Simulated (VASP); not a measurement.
# NbP (I4_1md) in VASP: further runs

The runs below take NbP through single point, relaxation of cell and atoms, with PBE.

Program: VASP 6.6.1. These are calculated values, not measurements. Logs are shortened: lines on timing, memory, paths and dates and some standing lists are left out, and cuts for length are marked.

**1. The cell of the first run**

The structure is tetragonal, space group I4_1md (No. 109). Conventional cell: a = 3.344 Å, b = 3.344 Å, c = 11.454 Å, α = 90.00°, β = 90.00°, γ = 90.00°. Within 3.4 Å of Nb (site symmetry 2mm) lie 6 P at 2.54 to 2.55 Å and 8 Nb at 3.32 to 3.34 Å. Within 3.4 Å of P (site symmetry 2mm) lie 6 Nb at 2.54 to 2.55 Å and 8 P at 3.32 to 3.34 Å.

**2. Single point, PBE**

The input, INCAR:

```
PREC = Accurate ; ENCUT = 520
EDIFF = 1E-6 ; ISMEAR = 0
SIGMA = 0.05 ; LREAL = False
LASPH = True ; NELM = 60
ALGO = Normal ; ISIF = 2
LWAVE = False ; LCHARG = False
GGA = PE ; NBANDS = 26
```

The input, KPOINTS:

```
Automatic mesh
0
Gamma
  8 8 8
```

The input, POSCAR:

```
NbP
1.0
   -1.6722309055      1.6722309055      5.7269960202
    1.6722309055     -1.6722309055      5.7269960202
    1.6722309055      1.6722309055     -5.7269960202
Nb P
2 2
Direct
    0.4999736690      0.4999736690      0.0000000000
    0.2499736690      0.7499736690      0.5000000000
    0.0826549010      0.0826549010      0.0000000000
    0.8326549010      0.3326549010      0.5000000000
```

Potentials or basis: VASP PAW PBE potentials, release 64 (Nb_sv, P).

Launch:

```
> cat potpaw_PBE.64/Nb_sv/POTCAR potpaw_PBE.64/P/POTCAR > POTCAR
> mpirun -np 1 vasp_std > vasp.out
```

OUTCAR:

```text
PREC = Accurate
   ENCUT = 520
   EDIFF = 1E-6
   ISMEAR = 0
   LREAL = False
   LASPH = True
   NELM = 60
   ISIF = 2
   GGA = PE

 ion  position               nearest neighbor table
   1  0.500  0.500  0.000-   4 2.54   4 2.54   3 2.55   3 2.55   3 2.55   3 2.55
   2  0.250  0.750  0.500-   3 2.54   3 2.54   4 2.55   4 2.55   4 2.55   4 2.55
   3  0.083  0.083  0.000-   2 2.54   2 2.54   1 2.55   1 2.55   1 2.55   1 2.55
   4  0.833  0.333  0.500-   1 2.54   1 2.54   2 2.55   2 2.55   2 2.55   2 2.55

  LATTYP: Found a body centered tetragonal cell.
 ALAT       =     3.3444618110
 C/A-ratio  =     3.4247638896

  Lattice vectors:

 A1 = (  -1.6722309055,   1.6722309055,   5.7269960202)
 A2 = (   1.6722309055,  -1.6722309055,   5.7269960202)
 A3 = (   1.6722309055,   1.6722309055,  -5.7269960202)

Analysis of symmetry for initial positions (statically):
=====================================================================
 Subroutine PRICEL returns:
 Original cell was already a primitive cell.

 Routine SETGRP: Setting up the symmetry group for a
 body centered tetragonal supercell.

 Subroutine GETGRP returns: Found  8 space group operations
 (whereof  4 operations were pure point group operations)
 out of a pool of 16 trial point group operations.

The static configuration has the point symmetry C_2v.
 The point group associated with its full space group is C_4v.

Analysis of symmetry for dynamics (positions and initial velocities):
=====================================================================
 Subroutine PRICEL returns:
 Original cell was already a primitive cell.

 Routine SETGRP: Setting up the symmetry group for a
 body centered tetragonal supercell.

 Subroutine GETGRP returns: Found  8 space group operations
 (whereof  4 operations were pure point group operations)
 out of a pool of 16 trial point group operations.

The dynamic configuration has the point symmetry C_2v.
 The point group associated with its full space group is C_4v.

 Subroutine INISYM returns: Found  8 space group operations
 (whereof  4 operations are pure point group operations),
 and found     1 'primitive' translations

----------------------------------------------------------------------------------------

                                     Primitive cell

  volume of cell :      64.0589

[... 91 lines left out ...]
   NELM   =     60;   NELMIN=  2; NELMDL= -5     # of ELM steps
   EDIFF  = 0.1E-05   stopping-criterion for ELM
   LREAL  =      F    real-space projection
   EDIFFG = 0.1E-04   stopping-criterion for IOM
   NSW    =      0    number of steps for IOM
   IBRION =     -1    ionic relax: 0-MD 1-quasi-New 2-CG
   NFREE  =      0    steps in history (QN), initial steepest desc. (CG)
   ISIF   =      2    stress and relaxation
   ISYM   =      2    0-nonsym 1-usesym 2-fastsym
   POTIM  = 0.5000    time-step for ionic-motion
   TEBEG  =    0.0;   TEEND  =   0.0 temperature during run
   PSTRESS=    0.0 pullay stress
   NELECT =      36.0000    total number of electrons
   NUPDOWN=      -1.0000    fix difference up-down
   EMIN   =  10.00;   EMAX   =-10.00  energy-range for DOS
   EFERMI =   0.00;   METHOD = LEGACY
   ISMEAR =     0;   SIGMA  =   0.05  broadening in eV -4-tet -1-fermi 0-gaus
   EFERMI_NEDOS =   21; number of points for ismear=-14 and -15
   IALGO  =     38    algorithm
   IMIX   =      4    mixing-type and parameters
     AMIX     =   0.40;   BMIX     =  1.00
     AMIX_MAG =   1.60;   BMIX_MAG =  1.00
  volume/ion in A,a.u.               =      16.01       108.07
  Fermi-wavevector in a.u.,A,eV,Ry     =   1.350981  2.552984 24.832665  1.825149
  Thomas-Fermi vector in A             =   2.478441
   LORBIT       =      0    0 simple, 1 ext, 2 COOP (PROOUT), +10 PAW based schemes
   GGA     = PE    functional components
   LHFCALC =     F    Hartree Fock is set to
   AEXX    =    0.0000 exact exchange contribution
   IVDW    =     0    specifies the selected vdW correction
   LEPSILON=     F    determine dielectric tensor
   LRPA    =     F    only Hartree local field effects (RPA)
 non-spin polarized calculation
 Gauss-broadening in eV      SIGMA  =   0.05
  energy-cutoff  :      520.00
  volume of cell :       64.06
 maximum number of plane-waves:      1752
 NGX is ok and might be reduce to    48
   NGX = 23   NGY = 23   NGZ = 23

 number of electron      36.0000000 magnetization

 Free energy of the ion-electron system (eV)
  ---------------------------------------------------
  ext. energy  EPLUGINS =         0.00000000
  ---------------------------------------------------
  free energy    TOTEN  =       -35.30578332 eV

  energy without entropy =      -35.30459446  energy(sigma->0) =      -35.30518889

 E-fermi :  10.6215     XC(G=0): -12.0152

 val. band max:       10.5886257675   @ k =  -0.2500   0.2500   0.2500
 cond. band min:      10.6268495687   @ k =  -0.2500   0.5000   0.2500
 fundamental gap:      0.0382238012
 Fermi energy:        10.6214807385

 k-point     1 :       0.0000    0.0000    0.0000
  band No.  band energies     occupation
      1     -44.3062      2.00000
      2     -44.2683      2.00000
      3     -20.5709      2.00000
      4     -20.3690      2.00000
      5     -20.3690      2.00000
      6     -20.2260      2.00000
[... 685 lines left out ...]
     25      15.4069      0.00000
     26      16.6070      0.00000

 [... further k-points ...]

------------------------ aborting loop because EDIFF is reached ----------------------------------------

  FORCE on cell =-STRESS in cart. coord.  units (eV):
  Direction    XX          YY          ZZ          XY          YZ          ZX
  --------------------------------------------------------------------------------------
  -------------------------------------------------------------------------------------
  Total       -0.1586795     -0.1586795     -0.1487655      0.0000000      0.0000000      0.0000000
  in kB       -3.9687350     -3.9687350     -3.7207747      0.0000000      0.0000000      0.0000000
  external PRESSURE =      -3.8860816 kB  Pullay stress =       0.0000000 kB

 VOLUME and BASIS-vectors are now :
 -----------------------------------------------------------------------------
  energy-cutoff  :      520.00
  volume of cell :       64.06
      direct lattice vectors                 reciprocal lattice vectors
    -1.672230905  1.672230905  5.726996020     0.000000000  0.299001770  0.087305805
     1.672230905 -1.672230905  5.726996020     0.299001770  0.000000000  0.087305805
     1.672230905  1.672230905 -5.726996020     0.299001770  0.299001770  0.000000000

 POSITION                                       TOTAL-FORCE (eV/Angst)
 -----------------------------------------------------------------------------------
      0.00000      0.00000      5.72669        -0.000000      0.000000      0.001885
      1.67223      0.00000      2.86320         0.000000     -0.000000      0.001885
      0.00000      0.00000      0.94673         0.000000     -0.000000     -0.001885
     -0.00000      1.67223      3.81023        -0.000000      0.000000     -0.001885
 -----------------------------------------------------------------------------------
    total drift:                                0.000000      0.000000      0.000229

  FREE ENERGIE OF THE ION-ELECTRON SYSTEM (eV)
  ---------------------------------------------------
  free  energy   TOTEN  =       -35.3057833226 eV

  energy  without entropy=      -35.3045944648  energy(sigma->0) =      -35.30518889
```

OSZICAR:

```text
N       E                     dE             d eps       ncg     rms          rms(c)
DAV:   1     0.349000555784E+03    0.34900E+03   -0.19039E+04  3068   0.138E+03
DAV:   2    -0.772483561635E+01   -0.35673E+03   -0.34703E+03  3626   0.506E+02
DAV:   3    -0.359205810126E+02   -0.28196E+02   -0.27713E+02  5712   0.106E+02
DAV:   4    -0.376023550097E+02   -0.16818E+01   -0.16732E+01  4568   0.212E+01
DAV:   5    -0.376759109468E+02   -0.73556E-01   -0.73487E-01  5484   0.479E+00    0.128E+01
DAV:   6    -0.352883983352E+02    0.23875E+01   -0.83576E+00  4720   0.200E+01    0.473E+00
DAV:   7    -0.353066012835E+02   -0.18203E-01   -0.65389E-01  4696   0.437E+00    0.305E+00
DAV:   8    -0.353052896474E+02    0.13116E-02   -0.83832E-02  4646   0.189E+00    0.477E-01
DAV:   9    -0.353054039176E+02   -0.11427E-03   -0.74288E-03  5030   0.530E-01    0.328E-01
DAV:  10    -0.353058134701E+02   -0.40955E-03   -0.20058E-03  3686   0.422E-01    0.684E-02
DAV:  11    -0.353057887615E+02    0.24709E-04   -0.12915E-04  4844   0.968E-02    0.254E-02
DAV:  12    -0.353057866102E+02    0.21513E-05   -0.39276E-06  3826   0.192E-02    0.130E-02
DAV:  13    -0.353057835127E+02    0.30975E-05   -0.21458E-06  2818   0.150E-02    0.310E-03
DAV:  14    -0.353057833226E+02    0.19007E-06   -0.42568E-07  1992   0.740E-03
   1 F= -.35305783E+02 E0= -.35305189E+02  d E =-.118886E-02
```

stdout:

```text
POSCAR found type information on POSCAR NbP
 POSCAR found :  2 types and       4 ions
 scaLAPACK will be used
 LDA part: xc-table for (Slater+PW92), standard interpolation
 POSCAR, INCAR and KPOINTS ok, starting setup
 FFT: planning ... GRIDC
 FFT: planning ... GRID_SOFT
 FFT: planning ... GRID
 WAVECAR not read
 entering main loop
```

Wall time 3.7 min (1 thread of Intel Xeon Platinum 8259CL at 2.50GHz (Skylake/Cascade Lake), shared host); peak memory 0.36 GiB.

What came out:

```
Free energy            : -35.3058 eV
Pressure               : -0.4 GPa
Band gap on the k mesh : zero (bands 18 and 19 overlap by 0.04 eV)
```

**3. Relaxation of cell and atoms, PBE**

This run uses another cell than the first one, of 16.10 Å³/atom.

The input, INCAR:

```
SYSTEM = NbP
PREC = Accurate
ENCUT = 600
EDIFF = 1E-6
ISMEAR = 0
SIGMA = 0.05
LREAL = .FALSE.
LASPH = .TRUE.
NELM = 80
ALGO = Normal
ISIF = 3
LWAVE = .FALSE.
LCHARG = .FALSE.
GGA = PE
IBRION = 2
NSW = 80
EDIFFG = -0.03
```

The input, KPOINTS:

```
regular mesh
0
G
  8 8 8
  0 0 0
```

The input, POSCAR:

```
NbP
1.0
   -1.6749232544      1.6749232544      5.7401081759
    1.6749232544     -1.6749232544      5.7401081759
    1.6749232544      1.6749232544     -5.7401081759
Nb P
2 2
Direct
    0.4998808000      0.4998808000      0.0000000000
    0.2498808000      0.7498808000      0.5000000000
    0.0827477700      0.0827477700      0.0000000000
    0.8327477700      0.3327477700      0.5000000000
```

Potentials or basis: VASP PAW PBE potentials, release 64 (Nb_sv, P).

Launch:

```
> cat potpaw_PBE.64/Nb_sv/POTCAR potpaw_PBE.64/P/POTCAR > POTCAR
> mpirun -np 1 vasp_std > vasp.out
```

It took 9.8 min on 1 thread of Intel Xeon Platinum 8259CL at 2.50GHz (Skylake/Cascade Lake), shared host; peak memory 0.4 GiB.

The run converged. Its results:

```yaml
Free_energy: -35.3061 eV
Relaxed_volume: 15.99 Å³/atom
Relaxed_cell: a = 6.195 Å, b = 6.195 Å, c = 6.195 Å, α = 148.71°, β = 148.71°, γ = 44.84°
Space_group_after_relaxing_to_0.1_Å: I4_1md (No. 109)
Energy_gained_by_relaxing: 0.5 meV/atom
Ionic_steps: 3
Pressure_after_relaxing: 0.0 GPa
Largest_force_after_relaxing: 0.013 eV/Å
Band_gap_on_the_k_mesh: zero (bands 18 and 19 overlap by 0.04 eV)
```

Forces in eV/Å, atoms in the order of the input:
```
Nb   0.000  0.000  0.013
Nb   0.000  0.000  0.013
P    0.000  0.000 -0.013
P    0.000  0.000 -0.013
```

Stress tensor (GPa, compression positive):
```
 0.06  0.00  0.00
 0.00  0.06  0.00
 0.00  0.00 -0.08
```

The path:
```
step  energy change (eV)  largest force (eV/Å)  pressure (GPa)  volume (Å³)
   1              0.0000                0.0195           -1.38        64.41
   2              0.0042                0.0004            2.50        63.13
   3             -0.0021                0.0129            0.01        63.94
```

Final structure:
```
Nb P
1.0
    -1.67070    1.67070    5.72708
     1.67070   -1.67070    5.72708
     1.67070    1.67070   -5.72708
Nb P
2 2
Direct
  0.49991 0.49991 0.00000
  0.24991 0.74991 0.50000
  0.08272 0.08272 0.00000
  0.83272 0.33272 0.50000
```

Levels at points of the mesh, in eV from the Fermi level:
```
           k point  band 16  band 17  band 18  band 19  band 20  band 21
(0.00, 0.00, 0.00)    -1.72    -1.35    -1.35     0.85     1.62     2.68
(0.50, 0.00, 0.00)    -1.87    -1.51    -0.12     0.08     1.33     2.47
(0.50, 0.50, 0.00)    -2.85    -0.42    -0.42     3.00     3.00     3.09
(0.50, 0.50, 0.50)    -2.67    -0.51    -0.51     1.21     1.21     2.33
```
